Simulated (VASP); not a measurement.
# Hf2N (Pnnm) in VASP: single point with PBEsol

Aim: the single point of Hf2N with PBEsol.

All numbers are computed with VASP 6.6.1; they aren't measurements. Logs are shortened: lines on timing, memory, paths and dates and some standing lists are left out, and cuts for length are marked.

### Step 1. The cell of the first run

The structure is orthorhombic, space group Pnnm (No. 58). Conventional cell: a = 4.501 Å, b = 5.296 Å, c = 3.227 Å, α = 90.00°, β = 90.00°, γ = 90.00°. Hf (site symmetry m) has 3 N at 2.05 to 2.15 Å within 2.7 Å. Within 2.7 Å of N (site symmetry 2/m) lie 6 Hf at 2.05 to 2.15 Å.

### Step 2. Single point, PBEsol (strain -0.1500 x Voigt [0, 1, 0, 0, 0, 0])

INCAR

```
SYSTEM = Hf2N
ALGO     = Fast           ! electronic algorithm
EDIFF    = 1E-7           ! SCF threshold, eV
ENCUT    = 520            ! plane-wave cutoff, eV
GGA      = PS             ! functional
ISIF     = 2              ! what is computed and relaxed
ISMEAR   = 0              ! smearing method
LASPH    = .TRUE.         ! aspherical terms in the spheres
LCHARG   = .FALSE.        ! write CHGCAR
LREAL    = .FALSE.        ! projectors in reciprocal space
LWAVE    = .FALSE.        ! write WAVECAR
NBANDS   = 34             ! bands
NELM     = 60             ! most SCF steps
PREC     = Accurate       ! precision mode
SIGMA    = 0.15           ! smearing width, eV
```

KPOINTS

```
k-points
0
G
  10 10 14
  0 0 0
```

POSCAR

```
Hf2N
1.0
    5.2955389254      0.0000000000      0.0000000000
    0.0000000000      4.5012080866      0.0000000000
    0.0000000000      0.0000000000      3.2274489825
Hf N
4 2
Direct
    0.2954633019      0.2954633019      0.0000000000
    0.7045366981      0.7045366981      0.0000000000
    0.7954633019      0.2045366981      0.5000000000
    0.2045366981      0.7954633019      0.5000000000
    0.0000000000      0.0000000000      0.0000000000
    0.5000000000      0.5000000000      0.5000000000
```

Potentials or basis: VASP PAW PBE potentials, release 64 (Hf_pv, N).

On the command line:

```sh
$ cat potpaw_PBE.64/Hf_pv/POTCAR potpaw_PBE.64/N/POTCAR > POTCAR
$ mpirun -np 1 vasp_std > vasp.out
```

OUTCAR:

```text
SYSTEM = Hf2N
   EDIFF = 1E-7
   ENCUT = 520
   GGA = PS
   ISIF = 2
   ISMEAR = 0
   LASPH = .TRUE.
   LREAL = .FALSE.
   NELM = 60
   PREC = Accurate

 ion  position               nearest neighbor table
   1  0.295  0.295  0.000-   5 2.05   6 2.15   6 2.15   4 2.81   4 2.81   4 2.81   4 2.81   2 2.84
                             3 3.13   3 3.13   3 3.13   3 3.13   2 3.43   2 3.63
   2  0.705  0.705  0.000-   5 2.05   6 2.15   6 2.15   3 2.81   3 2.81   3 2.81   3 2.81   1 2.84
                             4 3.13   4 3.13   4 3.13   4 3.13   1 3.43   1 3.63
   3  0.795  0.205  0.500-   6 2.05   5 2.15   5 2.15   2 2.81   2 2.81   2 2.81   2 2.81   4 2.84
                             1 3.13   1 3.13   1 3.13   1 3.13   4 3.43   4 3.63
   4  0.205  0.795  0.500-   6 2.05   5 2.15   5 2.15   1 2.81   1 2.81   1 2.81   1 2.81   3 2.84
                             2 3.13   2 3.13   2 3.13   2 3.13   3 3.43   3 3.63
   5  0.000  0.000  0.000-   1 2.05   2 2.05   3 2.15   4 2.15   3 2.15   4 2.15
   6  0.500  0.500  0.500-   3 2.05   4 2.05   1 2.15   2 2.15   1 2.15   2 2.15

  LATTYP: Found a simple orthorhombic cell.
 ALAT       =     3.2274489825
 B/A-ratio  =     1.3946643653
 C/A-ratio  =     1.6407816062

  Lattice vectors:

 A1 = (   0.0000000000,   0.0000000000,  -3.2274489825)
 A2 = (   0.0000000000,   4.5012080866,   0.0000000000)
 A3 = (   5.2955389254,   0.0000000000,   0.0000000000)

Analysis of symmetry for initial positions (statically):
=====================================================================
 Subroutine PRICEL returns:
 Original cell was already a primitive cell.

 Routine SETGRP: Setting up the symmetry group for a
 simple orthorhombic supercell.

 Subroutine GETGRP returns: Found  8 space group operations
 (whereof  4 operations were pure point group operations)
 out of a pool of  8 trial point group operations.

The static configuration has the point symmetry C_2h.
 The point group associated with its full space group is D_2h.

Analysis of symmetry for dynamics (positions and initial velocities):
=====================================================================
 Subroutine PRICEL returns:
 Original cell was already a primitive cell.

 Routine SETGRP: Setting up the symmetry group for a
 simple orthorhombic supercell.

 Subroutine GETGRP returns: Found  8 space group operations
 (whereof  4 operations were pure point group operations)
 out of a pool of  8 trial point group operations.

The dynamic configuration has the point symmetry C_2h.
[... 113 lines left out ...]
   NFREE  =      0    steps in history (QN), initial steepest desc. (CG)
   ISIF   =      2    stress and relaxation
   ISYM   =      2    0-nonsym 1-usesym 2-fastsym
   POTIM  = 0.5000    time-step for ionic-motion
   TEBEG  =    0.0;   TEEND  =   0.0 temperature during run
   PSTRESS=    0.0 pullay stress
   NELECT =      50.0000    total number of electrons
   NUPDOWN=      -1.0000    fix difference up-down
   EMIN   =  10.00;   EMAX   =-10.00  energy-range for DOS
   EFERMI =   0.00;   METHOD = LEGACY
   ISMEAR =     0;   SIGMA  =   0.15  broadening in eV -4-tet -1-fermi 0-gaus
   EFERMI_NEDOS =   21; number of points for ismear=-14 and -15
   IALGO  =     68    algorithm
   IMIX   =      4    mixing-type and parameters
     AMIX     =   0.40;   BMIX     =  1.00
     AMIX_MAG =   1.60;   BMIX_MAG =  1.00
  volume/ion in A,a.u.               =      12.82        86.53
  Fermi-wavevector in a.u.,A,eV,Ry     =   1.418073  2.679770 27.360382  2.010931
  Thomas-Fermi vector in A             =   2.539237
   LORBIT       =      0    0 simple, 1 ext, 2 COOP (PROOUT), +10 PAW based schemes
   GGA     = PS    functional components
   LHFCALC =     F    Hartree Fock is set to
   AEXX    =    0.0000 exact exchange contribution
   IVDW    =     0    specifies the selected vdW correction
   LEPSILON=     F    determine dielectric tensor
   LRPA    =     F    only Hartree local field effects (RPA)
 non-spin polarized calculation
 RMM-DIIS sequential band-by-band and
 Gauss-broadening in eV      SIGMA  =   0.15
  energy-cutoff  :      520.00
  volume of cell :       76.93
 maximum number of plane-waves:      2112
 NGX is ok and might be reduce to    40
   NGX = 19   NGY = 17   NGZ = 13

 number of electron      50.0000006 magnetization

 Free energy of the ion-electron system (eV)
  ---------------------------------------------------
  ext. energy  EPLUGINS =         0.00000000
  ---------------------------------------------------
  free energy    TOTEN  =       -64.80073345 eV

  energy without entropy =      -64.76722347  energy(sigma->0) =      -64.78397846

 E-fermi :   7.1880     XC(G=0): -12.9737

 val. band max:        7.1867834838   @ k =   0.2000   0.1000   0.2143
 cond. band min:       7.1886829825   @ k =   0.1000   0.2000   0.0714
 fundamental gap:      0.0018994987
 Fermi energy:         7.1880418540

 k-point     1 :       0.0000    0.0000    0.0000
  band No.  band energies     occupation
      1     -24.2370      2.00000
      2     -23.4113      2.00000
      3     -23.2364      2.00000
      4     -23.0252      2.00000
      5     -22.8010      2.00000
      6     -22.6848      2.00000
[... 877 lines left out ...]
     33      11.2436      0.00000
     34      11.2436      0.00000

 [... further k-points ...]

------------------------ aborting loop because EDIFF is reached ----------------------------------------

  FORCE on cell =-STRESS in cart. coord.  units (eV):
  Direction    XX          YY          ZZ          XY          YZ          ZX
  --------------------------------------------------------------------------------------
  -------------------------------------------------------------------------------------
  Total       17.1011015     33.7476009     13.9764404      0.0000000      0.0000000      0.0000000
  in kB      356.1525236    702.8373715    291.0774207      0.0000000      0.0000000      0.0000000
  external PRESSURE =     450.0224386 kB  Pullay stress =       0.0000000 kB

 VOLUME and BASIS-vectors are now :
 -----------------------------------------------------------------------------
  energy-cutoff  :      520.00
  volume of cell :       76.93
      direct lattice vectors                 reciprocal lattice vectors
     5.295538925  0.000000000  0.000000000     0.188838193  0.000000000  0.000000000
     0.000000000  4.501208087  0.000000000     0.000000000  0.222162580  0.000000000
     0.000000000  0.000000000  3.227448982     0.000000000  0.000000000  0.309842233

 POSITION                                       TOTAL-FORCE (eV/Angst)
 -----------------------------------------------------------------------------------
      1.56464      1.32994      0.00000         0.431122     -0.573204     -0.000000
      3.73090      3.17127      0.00000        -0.431122      0.573204      0.000000
      4.21241      0.92066      1.61372         0.431122      0.573204      0.000000
      1.08313      3.58055      1.61372        -0.431122     -0.573204     -0.000000
      0.00000      0.00000      0.00000        -0.000000      0.000000      0.000000
      2.64777      2.25060      1.61372        -0.000000      0.000000      0.000000
 -----------------------------------------------------------------------------------
    total drift:                                0.000000      0.000000     -0.000000

  FREE ENERGIE OF THE ION-ELECTRON SYSTEM (eV)
  ---------------------------------------------------
  free  energy   TOTEN  =       -64.8007334546 eV

  energy  without entropy=      -64.7672234694  energy(sigma->0) =      -64.78397846
```

OSZICAR:

```text
N       E                     dE             d eps       ncg     rms          rms(c)
DAV:   1     0.232599211256E+03    0.23260E+03   -0.27957E+04 19600   0.148E+03
DAV:   2    -0.569554950645E+02   -0.28955E+03   -0.27736E+03 23904   0.371E+02
DAV:   3    -0.711128836700E+02   -0.14157E+02   -0.13778E+02 25218   0.614E+01
[... 11 lines left out ...]
RMM:  15    -0.648007392948E+02   -0.68098E-05   -0.11239E-05 23692   0.122E-02    0.546E-02
RMM:  16    -0.648007330454E+02    0.62493E-05   -0.25948E-05 23641   0.162E-02    0.104E-02
RMM:  17    -0.648007333511E+02   -0.30571E-06   -0.30037E-06 21574   0.791E-03    0.329E-03
RMM:  18    -0.648007334611E+02   -0.10995E-06   -0.10115E-06 20138   0.326E-03    0.148E-03
RMM:  19    -0.648007334546E+02    0.64865E-08   -0.13321E-07 15590   0.192E-03
   1 F= -.64800733E+02 E0= -.64783978E+02  d E =-.335100E-01
```

stdout:

```text
POSCAR found type information on POSCAR HfN
 POSCAR found :  2 types and       6 ions
 scaLAPACK will be used
 -----------------------------------------------------------------------------
|                                                                             |
|                                                                             |
|     You enforced a specific xc type in the INCAR file but a different       |
|     I HOPE YOU KNOW WHAT YOU ARE DOING!                                     |
|                                                                             |
 -----------------------------------------------------------------------------

 LDA part: xc-table for (Slater+PW92), standard interpolation
 POSCAR, INCAR and KPOINTS ok, starting setup
 FFT: planning ... GRIDC
 FFT: planning ... GRID_SOFT
 FFT: planning ... GRID
 WAVECAR not read
 entering main loop
```

It took 15 min on 1 thread of AMD EPYC 9755, shared host; peak memory 0.59 GiB.

Results:

| Property | Result |
| --- | --- |
| Free energy | -64.8007 eV |
| Pressure | 45.0 GPa |
| Largest force | 0.717 eV/Å |
| Band gap on the k mesh | zero (bands 25 and 26 overlap by 2.72 eV) |

Forces in eV/Å, atoms in the order of the input:
```
Hf   0.431 -0.573  0.000
Hf  -0.431  0.573  0.000
Hf   0.431  0.573  0.000
Hf  -0.431 -0.573  0.000
N    0.000  0.000  0.000
N    0.000  0.000  0.000
```

Stress tensor (GPa, compression positive):
```
35.62  0.00  0.00
 0.00 70.28  0.00
 0.00  0.00 29.11
```

Caveat: the cell differs from its parent crystal (strain -0.1500 x Voigt [0, 1, 0, 0, 0, 0]); the stress differs along the axes, from 29 to 70 GPa; the PAW data sets were made with another functional, which shifts forces and pressure a little; spin-orbit coupling is left out, which moves the levels of the heavy elements.
